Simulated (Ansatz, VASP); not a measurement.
Two plane-wave programs on Au

```xyz
1
Lattice="0.0000 2.0206 2.0206 2.0206 0.0000 2.0206 2.0206 2.0206 0.0000" Properties=species:S:1:pos:R:3 pbc="T T T"
Au    0.0000    0.0000    0.0000
```

Alike in both runs: task single point; functional LDA; k mesh 18 × 18 × 18; occupations gaussian, width 0.05 eV; no spin polarisation.

|  | VASP | Ansatz |
| --- | --- | --- |
| version | VASP 6.6.1 | Ansatz 0.2.0 |
| potentials or method | VASP PAW LDA potentials, release 64 (Au), cutoff 520 eV | scalar-relativistic, plane waves, PAW |
| valence electrons in the cell | 11 | 19 |

VASP gave:

| Quantity | Value |
| --- | --- |
| pressure (GPa) | 1.5 |

Task: What did Ansatz give for the same quantities?

Result: Pressure (GPa): 1.0.

LDA's correlation is that of Perdew and Zunger in VASP and of Perdew and Wang (1992) in Ansatz. VASP's potentials hold 11 valence electrons a cell and Ansatz's 19, so a difference there can come from the potentials and not from the codes.

Spin-orbit coupling is off throughout.
